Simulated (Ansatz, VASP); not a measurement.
## Co in VASP and in Ansatz

```
Co
1.0
     2.45620    0.00000    0.00000
    -1.22810    2.12713    0.00000
     0.00000    0.00000    3.97368
Co
2
Cartesian
  1.2281 0.7090 0.9934
  0.0000 1.4181 2.9803
```

Alike in both runs: functional PBEsol; k mesh 15 × 15 × 8; occupations fermi-dirac, width 0.15 eV; collinear spin.

Ansatz relaxed the structure, and its values are those at the end. VASP's run is a single point on that final structure, the one shown.

```csv
,VASP,Ansatz
version,VASP 6.6.1,Ansatz 0.2.0
potentials or method,"VASP PAW PBE potentials, release 64 (Co)","plane waves, PAW"
plane-wave cutoff (eV),520,420
valence electrons in the cell,18,34
```

|  | VASP | Ansatz | Ansatz less VASP |
| --- | --- | --- | --- |
| pressure (GPa) | -1.0 | 0.0 | +0.99 |
| net moment per atom (μB) | 1.54 | 1.54 | +0.005 |
| size of the moment on the site where the two differ most (μB) | 1.54 | 1.60 | +0.060 |

VASP's potentials were made for PBE, not for PBEsol. Site moments also hang on the region over which each program counts them. VASP's potentials hold 18 valence electrons a cell and Ansatz's 34, so a difference there can come from the potentials and not from the codes.
